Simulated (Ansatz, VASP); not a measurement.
CsNiCl3: VASP beside Ansatz

The input INCAR:

```
PREC = Accurate
ENCUT = 590
EDIFF = 1E-6
ISMEAR = 0
SIGMA = 0.05
LREAL = False
LASPH = True
NELM = 200
ALGO = Normal
ISIF = 2
LWAVE = False
LCHARG = False
ISPIN = 2
MAGMOM = 0 0 2 2 0 0 0 0 0 0
LORBIT = 11
LMAXMIX = 4
LDAU = True
LDAUTYPE = 2
LDAUL = -1 2 -1
LDAUU = 0 4 0
LDAUJ = 0 0 0
LDAUPRINT = 1
GGA = CA
NBANDS = 63
GGA_COMPAT = False
```

File KPOINTS:

```
Automatic mesh
0
Gamma
  3 3 3
```

Contents of POSCAR:

```
CsNiCl3
1.0
    7.1710011300      0.0000000000      0.0000000000
   -3.5855005700      6.2102691500      0.0000000000
    0.0000000000      0.0000000000      5.9440002800
Cs Ni Cl
2 2 6
Direct
    0.3333333333      0.6666666667      0.7500000000
    0.6666666667      0.3333333333      0.2500000000
    0.0000000000      0.0000000000      0.0000000000
    0.0000000000      0.0000000000      0.5000000000
    0.1534600000      0.3069200000      0.2500000000
    0.8465400000      0.1534600000      0.7500000000
    0.6930800000      0.8465400000      0.2500000000
    0.8465400000      0.6930800000      0.7500000000
    0.1534600000      0.8465400000      0.2500000000
    0.3069200000      0.1534600000      0.7500000000
```

Input for Ansatz:

```yaml
crystal:
  lattice:
    - [7.17100113, 0.0, 0.0]
    - [-3.58550057, 6.21026915, 0.0]
    - [0.0, 0.0, 5.94400028]
  atoms:
    - { symbol: Cs, position: [0.3333333333, 0.6666666667, 0.75] }
    - { symbol: Cs, position: [0.6666666667, 0.3333333333, 0.25] }
    - { symbol: Ni, position: [0.0, 0.0, 0.0], spin: 2.0 }
    - { symbol: Ni, position: [0.0, 0.0, 0.5], spin: 2.0 }
    - { symbol: Cl, position: [0.15346, 0.30692, 0.25] }
    - { symbol: Cl, position: [0.84654, 0.15346, 0.75] }
    - { symbol: Cl, position: [0.69308, 0.84654, 0.25] }
    - { symbol: Cl, position: [0.84654, 0.69308, 0.75] }
    - { symbol: Cl, position: [0.15346, 0.84654, 0.25] }
    - { symbol: Cl, position: [0.30692, 0.15346, 0.75] }
basis:
  ecutwfc: 420
  ecutrho_ratio: 4
kpoints:
  mp_grid: { grid: [3, 3, 3] }
hamiltonian:
  xc: lda
  hubbard:
    sites: [{ site: 2, l: d, u_eff: 4.0 }, { site: 3, l: d, u_eff: 4.0 }]
scf:
  occupations: { method: gaussian, width: 0.05 }
  lower_state_search: "off"
  max_iter: 150
output:
  forces: true
  stress: true
  eigenvalues: true
  populations: true
  hubbard: { sites: [{ site: 2, l: d }, { site: 3, l: d }] }
magnetization:
  spin_polarized: true
```

Alike in both runs: task single point; functional LDA; k mesh 3 × 3 × 3; occupations gaussian, width 0.05 eV; collinear spin; Hubbard terms Ni d U = 4.0 eV.

```csv
,VASP,Ansatz
version,VASP 6.6.1,Ansatz 0.2.0
potentials or method,"VASP PAW LDA potentials, release 64 (Cs_sv, Ni_sv_GW, Cl), cutoff 590 eV","scalar-relativistic, plane waves, PAW"
valence electrons in the cell,96,96
```

```tsv
	VASP	Ansatz	Ansatz less VASP
gap on the k mesh at the Fermi level (eV)	2.15	1.90	-0.254
least direct gap on the mesh (eV)	2.15	1.90	-0.254
pressure (GPa)	-3.4	-3.2	+0.23
traceless stress, the component that is largest in VASP (GPa)	-0.14	-0.13	+0.012
rms of the force components (eV/Å)	0.187	0.196	+0.0082
net moment per atom (μB)	0.40	0.40	0.000
size of the moment on the site where the two differ most (μB)	1.58	1.54	-0.044
```

LDA's correlation is that of Perdew and Zunger in VASP and of Perdew and Wang (1992) in Ansatz. Site moments also hang on the region over which each program counts them. The programs project onto different local orbitals, so the same U acts differently, and such runs can settle in different states. Atom by atom the forces differ by 0.008 eV/Å (rms over components).

Spin-orbit coupling is off throughout.
